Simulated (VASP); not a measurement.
# Ta (P6/mmm) in VASP: notebook, part 2 of 2

VASP 6.6.1. Earlier steps stand in the parts before.

### 5 Single point, RPBE (volume scaled by 1.04)

The input, INCAR:

```
ALGO = Normal
EDIFF = 1E-6
ENCUT = 520
GGA = RP
ISIF = 2
ISMEAR = -1
LASPH = True
LCHARG = False
LREAL = False
LWAVE = False
NBANDS = 24
NELM = 60
PREC = Accurate
SIGMA = 0.1
```

The input, KPOINTS:

```
k-points
0
Gamma
  9 9 13
```

The input, POSCAR:

```
Ta
1.0
    4.9575877683      0.0000000000      0.0000000000
   -2.4787938841      4.2933969489      0.0000000000
    0.0000000000      0.0000000000      2.7836482933
Ta
3
Direct
    0.0000000000      1.0000000000      0.0000000000
    0.3333333333      0.6666666667      0.5000000000
    0.6666666667      0.3333333333      0.5000000000
```

Potentials or basis: VASP PAW PBE potentials, release 64 (Ta_pv).

On the command line:

```console
$ cat potpaw_PBE.64/Ta_pv/POTCAR > POTCAR
$ mpirun -np 1 vasp_std > vasp.out
```

OUTCAR:

```text
EDIFF = 1E-6
   ENCUT = 520
   GGA = RP
   ISIF = 2
   ISMEAR = -1
   LASPH = True
   LREAL = False
   NELM = 60
   PREC = Accurate

 ion  position               nearest neighbor table
   1  0.000  0.000  0.000-   2 3.18   3 3.18   2 3.18   3 3.18   3 3.18   3 3.18   2 3.18   2 3.18
                             3 3.18   3 3.18   2 3.18   2 3.18
   2  0.333  0.667  0.500-   3 2.86   3 2.86   3 2.86   1 3.18   1 3.18   1 3.18   1 3.18   1 3.18
                             1 3.18
   3  0.667  0.333  0.500-   2 2.86   2 2.86   2 2.86   1 3.18   1 3.18   1 3.18   1 3.18   1 3.18
                             1 3.18

  LATTYP: Found a hexagonal cell.
 ALAT       =     4.9575877683
 C/A-ratio  =     0.5614924886

  Lattice vectors:

 A1 = (   4.9575877683,   0.0000000000,   0.0000000000)
 A2 = (  -2.4787938841,   4.2933969489,   0.0000000000)
 A3 = (   0.0000000000,   0.0000000000,   2.7836482933)

Analysis of symmetry for initial positions (statically):
=====================================================================
 Subroutine PRICEL returns:
 Original cell was already a primitive cell.

 Routine SETGRP: Setting up the symmetry group for a
 hexagonal supercell.

 Subroutine GETGRP returns: Found 24 space group operations
 (whereof 24 operations were pure point group operations)
 out of a pool of 24 trial point group operations.

The static configuration has the point symmetry D_6h.

Analysis of symmetry for dynamics (positions and initial velocities):
=====================================================================
 Subroutine PRICEL returns:
 Original cell was already a primitive cell.

 Routine SETGRP: Setting up the symmetry group for a
 hexagonal supercell.

 Subroutine GETGRP returns: Found 24 space group operations
 (whereof 24 operations were pure point group operations)
 out of a pool of 24 trial point group operations.
[... 112 lines left out ...]
   TEBEG  =    0.0;   TEEND  =   0.0 temperature during run
   PSTRESS=    0.0 pullay stress
   NELECT =      33.0000    total number of electrons
   NUPDOWN=      -1.0000    fix difference up-down
   EMIN   =  10.00;   EMAX   =-10.00  energy-range for DOS
   EFERMI =   0.00;   METHOD = LEGACY
   ISMEAR =    -1;   SIGMA  =   0.10  broadening in eV -4-tet -1-fermi 0-gaus
   EFERMI_NEDOS =   21; number of points for ismear=-14 and -15
   IALGO  =     38    algorithm
   IMIX   =      4    mixing-type and parameters
     AMIX     =   0.40;   BMIX     =  1.00
     AMIX_MAG =   1.60;   BMIX_MAG =  1.00
  volume/ion in A,a.u.               =      19.75       133.28
  Fermi-wavevector in a.u.,A,eV,Ry     =   1.346948  2.545363 24.684632  1.814269
  Thomas-Fermi vector in A             =   2.474739
   LORBIT       =      0    0 simple, 1 ext, 2 COOP (PROOUT), +10 PAW based schemes
   GGA     = RP    functional components
   LHFCALC =     F    Hartree Fock is set to
   AEXX    =    0.0000 exact exchange contribution
   IVDW    =     0    specifies the selected vdW correction
   LEPSILON=     F    determine dielectric tensor
   LRPA    =     F    only Hartree local field effects (RPA)
 non-spin polarized calculation
  energy-cutoff  :      520.00
  volume of cell :       59.25
 maximum number of plane-waves:      1614
 NGX is ok and might be reduce to    40
   NGX = 19   NGY = 19   NGZ = 11

 number of electron      33.0000003 magnetization

 Free energy of the ion-electron system (eV)
  ---------------------------------------------------
  ext. energy  EPLUGINS =         0.00000000
  ---------------------------------------------------
  free energy    TOTEN  =       -33.29106503 eV

  energy without entropy =      -33.18144175  energy(sigma->0) =      -33.23625339

 E-fermi :   5.1560     XC(G=0): -12.0837

 val. band max:        5.1544509090   @ k =   0.2222   0.1111   0.0000
 cond. band min:       5.1826803686   @ k =   0.2222  -0.0000   0.4615
 fundamental gap:      0.0282294596
 Fermi energy:         5.1559505401

 k-point     1 :       0.0000    0.0000    0.0000
  band No.  band energies     occupation
      1     -29.2999      2.00000
      2     -29.2999      2.00000
      3     -29.1801      2.00000
      4     -29.1801      2.00000
      5     -28.6675      2.00000
      6     -28.6675      2.00000
[... 637 lines left out ...]
     23       8.9889      0.00000
     24       9.6955      0.00000

 [... further k-points ...]
[... 5 lines left out ...]
  --------------------------------------------------------------------------------------
  -------------------------------------------------------------------------------------
  Total       -2.2802238     -2.2802238     -2.5990847     -0.0000000     -0.0000000      0.0000000
  in kB      -61.6598175    -61.6598175    -70.2821764     -0.0000000     -0.0000000      0.0000000
  external PRESSURE =     -64.5339371 kB  Pullay stress =       0.0000000 kB

 VOLUME and BASIS-vectors are now :
 -----------------------------------------------------------------------------
  energy-cutoff  :      520.00
  volume of cell :       59.25
      direct lattice vectors                 reciprocal lattice vectors
     4.957587768  0.000000000  0.000000000     0.201711003  0.116457902  0.000000000
    -2.478793884  4.293396949  0.000000000     0.000000000  0.232915803  0.000000000
     0.000000000  0.000000000  2.783648293     0.000000000  0.000000000  0.359240786

 POSITION                                       TOTAL-FORCE (eV/Angst)
 -----------------------------------------------------------------------------------
      0.00000      0.00000      0.00000        -0.000000      0.000000      0.000000
     -0.00000      2.86226      1.39182         0.000000     -0.000000      0.000000
      2.47879      1.43113      1.39182        -0.000000      0.000000      0.000000
 -----------------------------------------------------------------------------------
    total drift:                                0.000000     -0.000000      0.000000

  FREE ENERGIE OF THE ION-ELECTRON SYSTEM (eV)
  ---------------------------------------------------
  free  energy   TOTEN  =       -33.2910650289 eV

  energy  without entropy=      -33.1814417504  energy(sigma->0) =      -33.23625339
```

OSZICAR:

```text
N       E                     dE             d eps       ncg     rms          rms(c)
DAV:   1     0.289312225216E+03    0.28931E+03   -0.18009E+04  4040   0.138E+03
DAV:   2    -0.258305846589E+02   -0.31514E+03   -0.30524E+03  4688   0.406E+02
DAV:   3    -0.346196292913E+02   -0.87890E+01   -0.84921E+01  5240   0.637E+01
DAV:   4    -0.347502667659E+02   -0.13064E+00   -0.13038E+00  4512   0.783E+00
DAV:   5    -0.347528158434E+02   -0.25491E-02   -0.25484E-02  5448   0.860E-01    0.196E+01
DAV:   6    -0.336219869622E+02    0.11308E+01   -0.13766E+00  4464   0.913E+00    0.934E+00
DAV:   7    -0.332990362017E+02    0.32295E+00   -0.11971E+00  4656   0.840E+00    0.878E-01
DAV:   8    -0.332919885612E+02    0.70476E-02   -0.36062E-02  5080   0.199E+00    0.589E-01
DAV:   9    -0.332911323319E+02    0.85623E-03   -0.88130E-03  4744   0.796E-01    0.125E-01
DAV:  10    -0.332910797733E+02    0.52559E-04   -0.47938E-04  5072   0.174E-01    0.614E-02
DAV:  11    -0.332910682677E+02    0.11506E-04   -0.39158E-05  4808   0.558E-02    0.128E-02
DAV:  12    -0.332910660709E+02    0.21967E-05   -0.62132E-06  4680   0.197E-02    0.551E-03
DAV:  13    -0.332910650031E+02    0.10679E-05   -0.62304E-07  2800   0.720E-03    0.581E-04
DAV:  14    -0.332910650289E+02   -0.25814E-07   -0.62892E-08  2584   0.190E-03
   1 F= -.33291065E+02 E0= -.33236253E+02  d E =-.109623E+00
```

stdout:

```text
POSCAR found type information on POSCAR Ta
 POSCAR found :  1 types and       3 ions
 scaLAPACK will be used
 -----------------------------------------------------------------------------
|                                                                             |
|                                                                             |
|     You enforced a specific xc type in the INCAR file but a different       |
|     I HOPE YOU KNOW WHAT YOU ARE DOING!                                     |
|                                                                             |
 -----------------------------------------------------------------------------

 LDA part: xc-table for (Slater+PW92), standard interpolation
 POSCAR, INCAR and KPOINTS ok, starting setup
 FFT: planning ... GRIDC
 FFT: planning ... GRID_SOFT
 FFT: planning ... GRID
 WAVECAR not read
 entering main loop
```

Run time: 84 s. Hardware: 1 thread of Intel Xeon 6975P-C, shared host; peak memory 0.24 GiB.

Results:

- Free energy: -33.2911 eV
- Pressure: -6.5 GPa

Levels at points of the mesh, in eV from the Fermi level:
```csv
k point,band 13,band 14,band 15,band 16,band 17,band 18,band 19,band 20,band 21,band 22
"(0.00, 0.00, 0.00)",-1.42,-1.42,-1.40,-1.40,-0.62,0.98,0.98,3.10,3.10,3.14
```

Caveat: the PAW data sets were made with another functional, which shifts forces and pressure a little; spin-orbit coupling is left out, which moves the levels of the heavy elements.

### 6 Single point, RPBE (volume scaled by 1.08)

The input, INCAR:

```
SYSTEM = Ta
ALGO     = Normal         ! electronic algorithm
EDIFF    = 1E-6           ! SCF threshold, eV
ENCUT    = 520            ! plane-wave cutoff, eV
GGA      = RP             ! functional
ISIF     = 2              ! what is computed and relaxed
ISMEAR   = -1             ! smearing method
LASPH    = .TRUE.         ! aspherical terms in the spheres
LCHARG   = .FALSE.        ! write CHGCAR
LREAL    = .FALSE.        ! projectors in reciprocal space
LWAVE    = .FALSE.        ! write WAVECAR
NBANDS   = 24             ! bands
NELM     = 100            ! most SCF steps
PREC     = Accurate       ! precision mode
SIGMA    = 0.1            ! smearing width, eV
```

The input, KPOINTS:

```
k-points
0
G
  9 9 13
  0 0 0
```

The input, POSCAR:

```
Ta
1.0
    5.0203487065      0.0000000000      0.0000000000
   -2.5101743532      4.3477495157      0.0000000000
    0.0000000000      0.0000000000      2.8188880887
Ta
3
Direct
    0.0000000000      1.0000000000      0.0000000000
    0.3333333333      0.6666666667      0.5000000000
    0.6666666667      0.3333333333      0.5000000000
```

Potentials or basis: VASP PAW PBE potentials, release 64 (Ta_pv).

On the command line:

```console
$ cat potpaw_PBE.64/Ta_pv/POTCAR > POTCAR
$ mpirun -np 1 vasp_std > vasp.out
```

Run time: 90 s. Hardware: 1 thread of Intel Xeon 6975P-C, shared host; peak memory 0.25 GiB.

Results (log left out):

```yaml
Free_energy: -33.1607 eV
Pressure: -11.8 GPa
```

Stress tensor (GPa, compression positive):
```
-11.35   0.00   0.00
  0.00 -11.35   0.00
  0.00   0.00 -12.77
```

Levels at points of the mesh, in eV from the Fermi level:
| k point | band 15 | band 16 | band 17 | band 18 | band 19 | band 20 |
| --- | --- | --- | --- | --- | --- | --- |
| (0.00, 0.00, 0.00) | -1.37 | -1.37 | -0.59 | 0.95 | 0.95 | 2.99 |

Caveat: the PAW data sets were made with another functional, which shifts forces and pressure a little; spin-orbit coupling is left out, which moves the levels of the heavy elements.

### 7 The runs side by side

```tsv
cell	gap on the mesh (eV)	pressure (GPa)
a = 4.759, b = 4.759, c = 2.672 Å, angles 90.0, 90.0, 120.0°, 3 atoms	none	17.4
a = 4.827, b = 4.827, c = 2.710 Å, angles 90.0, 90.0, 120.0°, 3 atoms	none	7.9
a = 4.893, b = 4.893, c = 2.747 Å, angles 90.0, 90.0, 120.0°, 3 atoms	none	0.0
a = 4.958, b = 4.958, c = 2.784 Å, angles 90.0, 90.0, 120.0°, 3 atoms	none	-6.5
a = 5.020, b = 5.020, c = 2.819 Å, angles 90.0, 90.0, 120.0°, 3 atoms	none	-11.8
```

Alike in all rows: task single point; level RPBE; potentials or basis VASP PAW PBE potentials, release 64 (Ta_pv); no spin polarisation; k mesh 9 × 9 × 13; cutoff (eV) 520; smearing fermi-dirac 0.1 eV.

Caveats: the PAW data sets were made with another functional, which shifts forces and pressure a little; spin-orbit coupling is left out, which moves the levels of the heavy elements.

Total energies depend on the potentials used, so only differences within one code and one set of settings carry meaning.
